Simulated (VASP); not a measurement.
# SnO (Pmn2_1) in VASP: notebook

Runs on SnO. Level: PBE. Tasks: single point.

All numbers are computed with VASP 6.6.1; they aren't measurements. Logs are shortened: lines on timing, memory, paths and dates and some standing lists are left out, and cuts for length are marked.

### 1 The cell of the first run

The structure is orthorhombic, space group Pmn2_1 (No. 31). The conventional cell has a = 3.355 Å, b = 5.674 Å, c = 4.222 Å, α = 90.00°, β = 90.00°, γ = 90.00°. Within 2.8 Å of Sn (site symmetry m) lie 3 O at 2.15 to 2.16 Å. Within 2.8 Å of O (site symmetry m) lie 3 Sn at 2.15 to 2.16 Å.

### 2 Single point, PBE

Input file INCAR:

```
PREC     = Accurate       # precision mode
ENCUT    = 1340           # plane-wave cutoff, eV
EDIFF    = 1E-6           # SCF threshold, eV
ISMEAR   = -1             # smearing method
SIGMA    = 0.05           # smearing width, eV
LREAL    = False          # projectors in reciprocal space
LASPH    = True           # aspherical terms in the spheres
NELM     = 120            # most SCF steps
ALGO     = Normal         # electronic algorithm
ISIF     = 2              # what is computed and relaxed
LWAVE    = False          # write WAVECAR
LCHARG   = False          # write CHGCAR
GGA      = PE             # functional
NBANDS   = 28             # bands
GGA_COMPAT= False
```

Input file KPOINTS:

```
Automatic mesh
0
Gamma
  8 5 6
```

Input file POSCAR:

```
SnO
1.0
    3.3550050000      0.0000000000      0.0000000000
    0.0000000000      5.6741040000      0.0000000000
    0.0000000000      0.0000000000      4.2219700000
Sn O
2 2
Direct
    0.5000000000      0.7680910000      0.0131440000
    0.0000000000      0.2319090000      0.5131440000
    0.5000000000      0.1087500000      0.2368570000
    0.0000000000      0.8912500000      0.7368570000
```

Potentials or basis: VASP PAW PBE potentials, release 64 (Sn_d, O_h).

The run is started by

```console
cat potpaw_PBE.64/Sn_d/POTCAR potpaw_PBE.64/O_h/POTCAR > POTCAR
mpirun -np 1 vasp_std > vasp.out
```

OUTCAR:

```text
PREC = Accurate
   ENCUT = 1340
   EDIFF = 1E-6
   ISMEAR = -1
   LREAL = False
   LASPH = True
   NELM = 120
   ISIF = 2
   GGA = PE

 ion  position               nearest neighbor table
   1  0.500  0.768  0.013-   3 2.15   4 2.16   4 2.16
   2  0.000  0.232  0.513-   4 2.15   3 2.16   3 2.16
   3  0.500  0.109  0.237-   1 2.15   2 2.16   2 2.16
   4  0.000  0.891  0.737-   2 2.15   1 2.16   1 2.16

  LATTYP: Found a simple orthorhombic cell.
 ALAT       =     3.3550050000
 B/A-ratio  =     1.2584094510
 C/A-ratio  =     1.6912356315

  Lattice vectors:

 A1 = (  -3.3550050000,   0.0000000000,   0.0000000000)
 A2 = (   0.0000000000,   0.0000000000,   4.2219700000)
 A3 = (   0.0000000000,   5.6741040000,   0.0000000000)

Analysis of symmetry for initial positions (statically):
=====================================================================
 Subroutine PRICEL returns:
 Original cell was already a primitive cell.

 Routine SETGRP: Setting up the symmetry group for a
 simple orthorhombic supercell.

 Subroutine GETGRP returns: Found  4 space group operations
 (whereof  2 operations were pure point group operations)
 out of a pool of  8 trial point group operations.

The static configuration has the point symmetry C_1h.
 The point group associated with its full space group is C_2v.

Analysis of symmetry for dynamics (positions and initial velocities):
=====================================================================
 Subroutine PRICEL returns:
 Original cell was already a primitive cell.

 Routine SETGRP: Setting up the symmetry group for a
 simple orthorhombic supercell.

 Subroutine GETGRP returns: Found  4 space group operations
 (whereof  2 operations were pure point group operations)
 out of a pool of  8 trial point group operations.

The dynamic configuration has the point symmetry C_1h.
 The point group associated with its full space group is C_2v.

 Subroutine INISYM returns: Found  4 space group operations
 (whereof  2 operations are pure point group operations),
 and found     1 'primitive' translations

[... 59 lines left out ...]
  0.500000  0.000000  0.000000      1.000000
  0.000000  0.200000  0.000000      2.000000
[... 16 lines left out ...]
  0.250000  0.200000  0.166667      8.000000
  0.375000  0.200000  0.166667      8.000000
 [... further k-points ...]
   k-points           NKPTS =     60   k-points in BZ     NKDIM =     60   number of bands    NBANDS=     28
   number of dos      NEDOS =    301   number of ions     NIONS =      4
   total plane-waves  NPLWV = 140000
   dimension x,y,z NGX =    40 NGY =   70 NGZ =   50
   dimension x,y,z NGXF=    80 NGYF=  140 NGZF=  100
   ions per type =               2   2
   NGX,Y,Z   is equivalent  to a cutoff of  19.82, 20.51, 19.69 a.u.
   NGXF,Y,Z  is equivalent  to a cutoff of  39.64, 41.02, 39.38 a.u.
 SYSTEM =  unknown system
   PREC   = accura    normal or accurate (medium, high low for compatibility)
   ISTART =      0    job   : 0-new  1-cont  2-samecut
   ICHARG =      2    charge: 1-file 2-atom 10-const
   ISPIN  =      1    spin polarized calculation?
   LNONCOLLINEAR =      F non collinear calculations
   LSORBIT =      F    spin-orbit coupling
   LASPH  =      T    aspherical Exc in radial PAW
   ENCUT  = 1340.0 eV  98.49 Ry    9.92 a.u.  10.01 16.94 12.60*2*pi/ulx,y,z
   NELM   =    120;   NELMIN=  2; NELMDL= -5     # of ELM steps
   EDIFF  = 0.1E-05   stopping-criterion for ELM
   LREAL  =      F    real-space projection
[... 7 lines left out ...]
   TEBEG  =    0.0;   TEEND  =   0.0 temperature during run
   PSTRESS=    0.0 pullay stress
   NELECT =      40.0000    total number of electrons
   NUPDOWN=      -1.0000    fix difference up-down
   EMIN   =  10.00;   EMAX   =-10.00  energy-range for DOS
   EFERMI =   0.00;   METHOD = LEGACY
   ISMEAR =    -1;   SIGMA  =   0.05  broadening in eV -4-tet -1-fermi 0-gaus
   EFERMI_NEDOS =   21; number of points for ismear=-14 and -15
   IALGO  =     38    algorithm
   IMIX   =      4    mixing-type and parameters
     AMIX     =   0.40;   BMIX     =  1.00
     AMIX_MAG =   1.60;   BMIX_MAG =  1.00
  volume/ion in A,a.u.               =      20.09       135.59
  Fermi-wavevector in a.u.,A,eV,Ry     =   1.297357  2.451650 22.900458  1.683136
  Thomas-Fermi vector in A             =   2.428755
   LORBIT       =      0    0 simple, 1 ext, 2 COOP (PROOUT), +10 PAW based schemes
   GGA     = PE    functional components
   LHFCALC =     F    Hartree Fock is set to
   AEXX    =    0.0000 exact exchange contribution
   IVDW    =     0    specifies the selected vdW correction
   LEPSILON=     F    determine dielectric tensor
   LRPA    =     F    only Hartree local field effects (RPA)
 non-spin polarized calculation
  energy-cutoff  :     1340.00
  volume of cell :       80.37
 maximum number of plane-waves:      8996
   NGX = 21   NGY = 33   NGZ = 25

 number of electron      40.0000002 magnetization

 Free energy of the ion-electron system (eV)
  ---------------------------------------------------
  ext. energy  EPLUGINS =         0.00000000
  ---------------------------------------------------
  free energy    TOTEN  =       -22.46161486 eV

  energy without entropy =      -22.46161484  energy(sigma->0) =      -22.46161485

 E-fermi :   5.7842     XC(G=0):  -9.5374

 val. band max:        5.0436982835   @ k =   0.0000   0.0000   0.0000
 cond. band min:       6.5383839482   @ k =   0.3750   0.4000   0.0000
 fundamental gap:      1.4946856647
 Fermi energy:         5.7842156444

 k-point     1 :       0.0000    0.0000    0.0000
  band No.  band energies     occupation
      1     -16.1710      2.00000
      2     -15.8533      2.00000
      3     -15.7721      2.00000
      4     -15.7464      2.00000
      5     -15.7190      2.00000
      6     -15.6861      2.00000
[... 733 lines left out ...]
     27      14.0253      0.00000
     28      15.0571      0.00000

 [... further k-points ...]
[... 5 lines left out ...]
  --------------------------------------------------------------------------------------
  -------------------------------------------------------------------------------------
  Total        0.1582774      0.3209619      0.2472254      0.0000000      0.0000000      0.0000000
  in kB        3.1551782      6.3982105      4.9283111      0.0000000      0.0000000      0.0000000
  external PRESSURE =       4.8272333 kB  Pullay stress =       0.0000000 kB

 VOLUME and BASIS-vectors are now :
 -----------------------------------------------------------------------------
  energy-cutoff  :     1340.00
  volume of cell :       80.37
      direct lattice vectors                 reciprocal lattice vectors
     3.355005000  0.000000000  0.000000000     0.298062149  0.000000000  0.000000000
     0.000000000  5.674104000  0.000000000     0.000000000  0.176239279  0.000000000
     0.000000000  0.000000000  4.221970000     0.000000000  0.000000000  0.236856254

 POSITION                                       TOTAL-FORCE (eV/Angst)
 -----------------------------------------------------------------------------------
      1.67750      4.35823      0.05549         0.000000      0.048899     -0.001402
      0.00000      1.31588      2.16648         0.000000     -0.048899     -0.001402
      1.67750      0.61706      1.00000         0.000000     -0.060996      0.001402
      0.00000      5.05705      3.11099         0.000000      0.060996      0.001402
 -----------------------------------------------------------------------------------
    total drift:                               -0.000000     -0.000000     -0.000423

  FREE ENERGIE OF THE ION-ELECTRON SYSTEM (eV)
  ---------------------------------------------------
  free  energy   TOTEN  =       -22.4616148558 eV

  energy  without entropy=      -22.4616148400  energy(sigma->0) =      -22.46161485
```

stdout:

```text
POSCAR found type information on POSCAR SnO
 POSCAR found :  2 types and       4 ions
 scaLAPACK will be used
 LDA part: xc-table for (Slater+PW92), standard interpolation
 POSCAR, INCAR and KPOINTS ok, starting setup
 FFT: planning ... GRIDC
 FFT: planning ... GRID_SOFT
 FFT: planning ... GRID
 WAVECAR not read
 entering main loop
```

Wall time 6.4 min (1 thread of Intel Xeon Platinum 8259CL at 2.50GHz (Skylake/Cascade Lake), shared host); peak memory 0.68 GiB.

Results:

```
Free energy            : -22.4616 eV
Pressure               : 0.5 GPa
Largest force          : 0.061 eV/Å
Band gap on the k mesh : 1.49 eV (least direct gap 2.08 eV)
```

Forces on the atoms (eV/Å):
```
Sn   0.000  0.049 -0.001
Sn   0.000 -0.049 -0.001
O    0.000 -0.061  0.001
O    0.000  0.061  0.001
```

Caveat: spin-orbit coupling is left out, which moves the levels of the heavy elements. A k mesh can miss the band edges.

### 3 Single point, PBE

This run uses another cell than the first one, of 20.49 Å³/atom.

Input file INCAR:

```
ALGO = Normal
EDIFF = 1E-6
ENCUT = 1340
GGA = PE
GGA_COMPAT = F
ISIF = 2
ISMEAR = -1
LASPH = T
LCHARG = F
LREAL = F
LWAVE = F
NBANDS = 28
NELM = 120
PREC = Accurate
SIGMA = 0.05
```

Input file KPOINTS:

```
k-points
0
Gamma
  8 5 6
```

Input file POSCAR:

```
SnO
1.0
    3.3772242237      0.0000000000      0.0000000000
    0.0000000000      5.7116819428      0.0000000000
    0.0000000000      0.0000000000      4.2499308811
Sn O
2 2
Direct
    0.5000000000      0.7680910000      0.0131440000
    0.0000000000      0.2319090000      0.5131440000
    0.5000000000      0.1087500000      0.2368570000
    0.0000000000      0.8912500000      0.7368570000
```

Potentials or basis: VASP PAW PBE potentials, release 64 (Sn_d, O_h).

The run is started by

```console
cat potpaw_PBE.64/Sn_d/POTCAR potpaw_PBE.64/O_h/POTCAR > POTCAR
mpirun -np 1 vasp_std > vasp.out
```

It took 13 min on 1 thread of Intel Xeon Platinum 8259CL at 2.50GHz (Skylake/Cascade Lake), shared host; peak memory 0.7 GiB.

It converged, with:

```yaml
Free_energy: -22.4603 eV
Pressure: -1.0 GPa
Largest_force: 0.315 eV/Å
Band_gap_on_the_k_mesh: 1.52 eV (least direct gap 2.11 eV)
```

Forces on the atoms (eV/Å):
```
Sn   0.000  0.305 -0.082
Sn   0.000 -0.305 -0.082
O    0.000 -0.077  0.082
O    0.000  0.077  0.082
```

Stress tensor (GPa, compression positive):
```
-1.33  0.00  0.00
 0.00 -0.90  0.00
 0.00  0.00 -0.69
```

Levels at points of the mesh, in eV from the valence-band top:
| k point | band 16 | band 17 | band 18 | band 19 | band 20 | band 21 | band 22 | band 23 | band 24 | band 25 |
| --- | --- | --- | --- | --- | --- | --- | --- | --- | --- | --- |
| (0.00, 0.00, 0.00) | -3.67 | -3.33 | -2.52 | -1.94 | 0.00 | 2.68 | 3.15 | 5.84 | 5.89 | 7.93 |
| (0.50, 0.00, 0.00) | -4.31 | -2.45 | -2.45 | -1.22 | -1.22 | 2.60 | 2.60 | 5.47 | 5.47 | 6.51 |
| (0.00, 0.00, 0.50) | -3.28 | -3.06 | -3.06 | -1.59 | -1.59 | 2.67 | 2.67 | 5.18 | 5.18 | 7.86 |
| (0.50, 0.00, 0.50) | -3.91 | -3.04 | -3.04 | -1.05 | -1.05 | 2.12 | 2.12 | 4.61 | 4.61 | 6.79 |

Caveat: spin-orbit coupling is left out, which moves the levels of the heavy elements. A k mesh can miss the band edges.
